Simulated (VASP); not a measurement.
# GaSb3 (C2/m) in VASP: notebook, part 3 of 3

VASP 6.6.1. Earlier steps stand in the parts before.

## Step 4: Single point, LDA (engineering shear strain xz -0.0533, normal strain along z +0.0733)

INCAR

```
ALGO = Normal
EDIFF = 1E-7
ENCUT = 520
GGA = CA
ISIF = 2
ISMEAR = 0
LASPH = T
LCHARG = F
LREAL = F
LWAVE = F
NBANDS = 22
NELM = 80
PREC = Accurate
SIGMA = 0.15
```

KPOINTS

```
k-points
0
Gamma
  10 10 10
```

POSCAR

```
GaSb3
1.0
   -0.0965263301      3.6220011279      3.8874938106
    3.5254747978      0.0000000000      3.7909674805
    3.6220011279      3.6220011279     -0.0965263301
Ga Sb
1 3
Direct
    0.0000000000      0.0000000000      0.0000000000
    0.2500000000      0.2500000000      0.2500000000
    0.7500000000      0.7500000000      0.7500000000
    0.5000000000      0.5000000000      0.5000000000
```

Potentials or basis: VASP PAW LDA potentials, release 64 (Ga_d, Sb).

Run with:

```
$ cat potpaw_LDA.64/Ga_d/POTCAR potpaw_LDA.64/Sb/POTCAR > POTCAR
$ mpirun -np 1 vasp_std > vasp.out
```

OUTCAR:

```text
EDIFF = 1E-7
   ENCUT = 520
   GGA = CA
   ISIF = 2
   ISMEAR = 0
   LASPH = T
   LREAL = F
   NELM = 80
   PREC = Accurate

 ion  position               nearest neighbor table
   1  0.000  0.000  0.000-   3 3.16   2 3.16   3 3.16   2 3.16   3 3.27   2 3.27   3 3.27   2 3.27

   2  0.250  0.250  0.250-   1 3.16   4 3.16   4 3.16   1 3.16   1 3.27   4 3.27   1 3.27   4 3.27
                             3 3.62   3 3.62   3 3.62   3 3.62
   3  0.750  0.750  0.750-   4 3.16   1 3.16   4 3.16   1 3.16   4 3.27   1 3.27   4 3.27   1 3.27
                             2 3.62   2 3.62   2 3.62   2 3.62
   4  0.500  0.500  0.500-   2 3.16   3 3.16   3 3.16   2 3.16   2 3.27   3 3.27   2 3.27   3 3.27

  LATTYP: Found a base centered monoclinic cell.
 ALAT       =     7.2465742259
 B/A-ratio  =     0.9996450778
 C/A-ratio  =     0.7143942488
 COS(beta)  =    -0.6612495628

  Lattice vectors:

 A1 = (  -3.6220011279,   3.6220011279,   0.0965263301)
 A2 = (  -3.6220011279,  -3.6220011279,   0.0965263301)
 A3 = (   3.5254747978,   0.0000000000,   3.7909674805)

Analysis of symmetry for initial positions (statically):
=====================================================================
 Subroutine PRICEL returns:
 Original cell was already a primitive cell.

 Routine SETGRP: Setting up the symmetry group for a
 base centered monoclinic supercell.

 Subroutine GETGRP returns: Found  4 space group operations
 (whereof  4 operations were pure point group operations)
 out of a pool of  4 trial point group operations.

The static configuration has the point symmetry C_2h.

Analysis of symmetry for dynamics (positions and initial velocities):
=====================================================================
 Subroutine PRICEL returns:
 Original cell was already a primitive cell.

 Routine SETGRP: Setting up the symmetry group for a
 base centered monoclinic supercell.

 Subroutine GETGRP returns: Found  4 space group operations
 (whereof  4 operations were pure point group operations)
 out of a pool of  4 trial point group operations.

The dynamic configuration has the point symmetry C_2h.

 Subroutine INISYM returns: Found  4 space group operations
 (whereof  4 operations are pure point group operations),
 and found     1 'primitive' translations

----------------------------------------------------------------------------------------

                                     Primitive cell

  volume of cell :     101.9317

  direct lattice vectors                    reciprocal lattice vectors
    -0.096526330  3.622001128  3.887493811    -0.134706716  0.138045236  0.125272805
     3.525474798  0.000000000  3.790967480     0.141566571 -0.138045236  0.132132661
     3.622001128  3.622001128 -0.096526330     0.134706716  0.138045236 -0.125272805

  length of vectors
     5.314209031  5.176910950  5.123192527     0.229990570  0.237816361  0.229990570

  position of ions in fractional coordinates (direct lattice)
     0.000000000  0.000000000  0.000000000
     0.250000000  0.250000000  0.250000000
     0.750000000  0.750000000  0.750000000
     0.500000000  0.500000000  0.500000000

  ion indices of the primitive-cell ions
   primitive index   ion index
                 1           1
[... 27 lines left out ...]

 Found    282 irreducible k-points:

 Following reciprocal coordinates:
            Coordinates               Weight
  0.000000  0.000000  0.000000      1.000000
  0.100000 -0.000000 -0.000000      4.000000
  0.200000 -0.000000 -0.000000      4.000000
  0.300000 -0.000000 -0.000000      4.000000
  0.400000 -0.000000  0.000000      4.000000
  0.500000 -0.000000  0.000000      2.000000
[... 16 lines left out ...]
 -0.400000  0.200000 -0.000000      4.000000
 -0.300000  0.200000 -0.000000      4.000000
 [... further k-points ...]
   k-points           NKPTS =    282   k-points in BZ     NKDIM =    282   number of bands    NBANDS=     22
   number of dos      NEDOS =    301   number of ions     NIONS =      4
   total plane-waves  NPLWV =  64000
   dimension x,y,z NGX =    40 NGY =   40 NGZ =   40
   dimension x,y,z NGXF=    80 NGYF=   80 NGZF=   80
   ions per type =               1   3
   NGX,Y,Z   is equivalent  to a cutoff of  12.51, 12.85, 12.98 a.u.
   NGXF,Y,Z  is equivalent  to a cutoff of  25.03, 25.69, 25.96 a.u.
 SYSTEM =  unknown system
   PREC   = accura    normal or accurate (medium, high low for compatibility)
   ISTART =      0    job   : 0-new  1-cont  2-samecut
   ICHARG =      2    charge: 1-file 2-atom 10-const
   ISPIN  =      1    spin polarized calculation?
   LNONCOLLINEAR =      F non collinear calculations
   LSORBIT =      F    spin-orbit coupling
   LASPH  =      T    aspherical Exc in radial PAW
   ENCUT  =  520.0 eV  38.22 Ry    6.18 a.u.   9.88  9.63  9.53*2*pi/ulx,y,z
   NELM   =     80;   NELMIN=  2; NELMDL= -5     # of ELM steps
   EDIFF  = 0.1E-06   stopping-criterion for ELM
   LREAL  =      F    real-space projection
   EDIFFG = 0.1E-05   stopping-criterion for IOM
   NSW    =      0    number of steps for IOM
   IBRION =     -1    ionic relax: 0-MD 1-quasi-New 2-CG
   NFREE  =      0    steps in history (QN), initial steepest desc. (CG)
   ISIF   =      2    stress and relaxation
   ISYM   =      2    0-nonsym 1-usesym 2-fastsym
   POTIM  = 0.5000    time-step for ionic-motion
   TEBEG  =    0.0;   TEEND  =   0.0 temperature during run
   PSTRESS=    0.0 pullay stress
   NELECT =      28.0000    total number of electrons
   NUPDOWN=      -1.0000    fix difference up-down
   EMIN   =  10.00;   EMAX   =-10.00  energy-range for DOS
   EFERMI =   0.00;   METHOD = LEGACY
   ISMEAR =     0;   SIGMA  =   0.15  broadening in eV -4-tet -1-fermi 0-gaus
   EFERMI_NEDOS =   21; number of points for ismear=-14 and -15
   IALGO  =     38    algorithm
   IMIX   =      4    mixing-type and parameters
     AMIX     =   0.40;   BMIX     =  1.00
     AMIX_MAG =   1.60;   BMIX_MAG =  1.00
  volume/ion in A,a.u.               =      25.48       171.97
  Fermi-wavevector in a.u.,A,eV,Ry     =   1.064203  2.011052 15.408972  1.132527
  Thomas-Fermi vector in A             =   2.199713
   LORBIT       =      0    0 simple, 1 ext, 2 COOP (PROOUT), +10 PAW based schemes
   GGA     = CA    functional components
   LHFCALC =     F    Hartree Fock is set to
   AEXX    =    0.0000 exact exchange contribution
   IVDW    =     0    specifies the selected vdW correction
   LEPSILON=     F    determine dielectric tensor
   LRPA    =     F    only Hartree local field effects (RPA)
 non-spin polarized calculation
 Gauss-broadening in eV      SIGMA  =   0.15
  energy-cutoff  :      520.00
  volume of cell :      101.93
 maximum number of plane-waves:      2778
   NGX = 19   NGY = 19   NGZ = 19

 number of electron      27.9999997 magnetization

 Free energy of the ion-electron system (eV)
  ---------------------------------------------------
  ext. energy  EPLUGINS =         0.00000000
  ---------------------------------------------------
  free energy    TOTEN  =       -17.20569266 eV

  energy without entropy =      -17.17411788  energy(sigma->0) =      -17.18990527

 E-fermi :   7.5117     XC(G=0): -10.4448

 val. band max:        7.5103818795   @ k =  -0.3000  -0.1000   0.2000
 cond. band min:       7.5200172561   @ k =  -0.2000   0.3000  -0.0000
 fundamental gap:      0.0096353766
 Fermi energy:         7.5116762608

 k-point     1 :       0.0000    0.0000    0.0000
  band No.  band energies     occupation
      1      -7.3723      2.00000
      2      -7.3676      2.00000
      3      -7.3671      2.00000
      4      -7.3592      2.00000
      5      -7.3510      2.00000
      6      -5.0619      2.00000
[... 589 lines left out ...]
     21      12.5016      0.00000
     22      15.0173      0.00000

 [... further k-points ...]

------------------------ aborting loop because EDIFF is reached ----------------------------------------

  FORCE on cell =-STRESS in cart. coord.  units (eV):
  Direction    XX          YY          ZZ          XY          YZ          ZX
  --------------------------------------------------------------------------------------
  -------------------------------------------------------------------------------------
  Total       -1.8368119     -1.9406434     -2.6439491      0.0000000      0.0000000      0.4766626
  in kB      -28.8712698    -30.5033069    -41.5579655      0.0000000      0.0000000      7.4922495
  external PRESSURE =     -33.6441807 kB  Pullay stress =       0.0000000 kB

 VOLUME and BASIS-vectors are now :
 -----------------------------------------------------------------------------
  energy-cutoff  :      520.00
  volume of cell :      101.93
      direct lattice vectors                 reciprocal lattice vectors
    -0.096526330  3.622001128  3.887493811    -0.134706716  0.138045236  0.125272805
     3.525474798  0.000000000  3.790967480     0.141566571 -0.138045236  0.132132661
     3.622001128  3.622001128 -0.096526330     0.134706716  0.138045236 -0.125272805

 POSITION                                       TOTAL-FORCE (eV/Angst)
 -----------------------------------------------------------------------------------
      0.00000      0.00000      0.00000         0.000000      0.000000     -0.000000
      1.76274      1.81100      1.89548        -0.000000     -0.098034     -0.000000
      5.28821      5.43300      5.68645         0.000000      0.098034      0.000000
      3.52547      3.62200      3.79097         0.000000      0.000000     -0.000000
 -----------------------------------------------------------------------------------
    total drift:                               -0.000000      0.000000      0.000000

  FREE ENERGIE OF THE ION-ELECTRON SYSTEM (eV)
  ---------------------------------------------------
  free  energy   TOTEN  =       -17.2056926617 eV

  energy  without entropy=      -17.1741178811  energy(sigma->0) =      -17.18990527
```

OSZICAR:

```text
N       E                     dE             d eps       ncg     rms          rms(c)
DAV:   1     0.163650000753E+03    0.16365E+03   -0.11588E+04 12946   0.134E+03
DAV:   2    -0.921339254091E+00   -0.16457E+03   -0.15842E+03 13858   0.321E+02
DAV:   3    -0.167538744708E+02   -0.15833E+02   -0.15307E+02 15304   0.831E+01
DAV:   4    -0.172359936132E+02   -0.48212E+00   -0.47954E+00 13992   0.152E+01
DAV:   5    -0.172479253743E+02   -0.11932E-01   -0.11928E-01 15878   0.246E+00    0.342E+00
DAV:   6    -0.172174031498E+02    0.30522E-01   -0.38330E-02 15836   0.181E+00    0.189E+00
DAV:   7    -0.172060569415E+02    0.11346E-01   -0.22288E-02 14834   0.965E-01    0.153E-01
DAV:   8    -0.172057097699E+02    0.34717E-03   -0.17618E-03 14648   0.388E-01    0.634E-02
DAV:   9    -0.172056942674E+02    0.15503E-04   -0.13242E-04 15070   0.686E-02    0.126E-02
DAV:  10    -0.172056926160E+02    0.16513E-05   -0.12126E-05 14554   0.363E-02    0.533E-03
DAV:  11    -0.172056926617E+02   -0.45663E-07   -0.84478E-07 17580   0.686E-03
   1 F= -.17205693E+02 E0= -.17189905E+02  d E =-.315748E-01
```

stdout:

```text
POSCAR found type information on POSCAR GaSb
 POSCAR found :  2 types and       4 ions
 scaLAPACK will be used
 LDA part: xc-table for (Slater(with rela. corr.)+CA(PZ))
 , standard interpolation
 POSCAR, INCAR and KPOINTS ok, starting setup
 FFT: planning ... GRIDC
 FFT: planning ... GRID_SOFT
 FFT: planning ... GRID
 WAVECAR not read
 entering main loop
```

It took 9.1 min on 1 thread of Intel Xeon 6975P-C (Granite Rapids), shared host; peak memory 0.65 GiB.

What came out:

```
Free energy            : -17.2057 eV
Pressure               : -3.4 GPa
Largest force          : 0.098 eV/Å
Band gap on the k mesh : zero (bands 14 and 15 overlap by 4.04 eV)
```

Forces in eV/Å, atoms in the order of the input:
```
Ga   0.000  0.000  0.000
Sb   0.000 -0.098  0.000
Sb   0.000  0.098  0.000
Sb   0.000  0.000  0.000
```

Levels at points of the mesh, in eV from the Fermi level:
| k point | band 11 | band 12 | band 13 | band 14 | band 15 | band 16 | band 17 | band 18 |
| --- | --- | --- | --- | --- | --- | --- | --- | --- |
| (0.00, 0.00, 0.00) | -2.71 | -2.59 | -2.33 | -2.31 | -2.22 | -0.96 | -0.41 | -0.36 |
| (0.50, 0.00, 0.00) | -3.30 | -2.68 | -2.42 | -0.40 | -0.04 | 1.68 | 2.52 | 2.60 |
| (0.00, 0.50, 0.00) | -3.45 | -2.71 | -2.53 | -0.43 | -0.06 | 1.99 | 2.48 | 2.92 |
| (0.50, 0.50, 0.00) | -5.08 | 0.83 | 1.06 | 1.27 | 1.47 | 1.67 | 2.10 | 2.10 |
| (0.50, 0.00, 0.50) | -5.16 | 0.42 | 0.45 | 0.63 | 1.30 | 1.63 | 2.29 | 2.49 |
| (0.00, 0.50, 0.50) | -5.22 | 0.17 | 0.30 | 0.93 | 1.44 | 1.59 | 2.23 | 2.54 |

Caveat: the cell differs from its parent crystal (engineering shear strain xz -0.0533, normal strain along z +0.0733); the cell stands under tension; spin-orbit coupling is left out, which moves the levels of the heavy elements.

## Step 5: Overview

| cell | gap on the mesh (eV) | pressure (GPa) | largest force (eV/Å) |
| --- | --- | --- | --- |
| a = 5.412, b = 5.275, c = 5.123 Å, angles 62.7, 63.5, 57.3°, 4 atoms | none | -4.7 | 0.09 |
| a = 5.315, b = 5.109, c = 5.124 Å, angles 62.6, 63.8, 58.9°, 4 atoms | none | -3.1 | 0.15 |
| a = 5.314, b = 5.177, c = 5.123 Å, angles 62.1, 62.9, 58.4°, 4 atoms | none | -3.4 | 0.10 |

Alike in all rows: task single point; level LDA; potentials or basis VASP PAW LDA potentials, release 64 (Ga_d, Sb); no spin polarisation; k mesh 10 × 10 × 10; cutoff (eV) 520; smearing gaussian 0.15 eV.

Caveats: the cell stands under tension; spin-orbit coupling is left out, which moves the levels of the heavy elements.

Absolute energies hang on the potentials; compare differences alone.
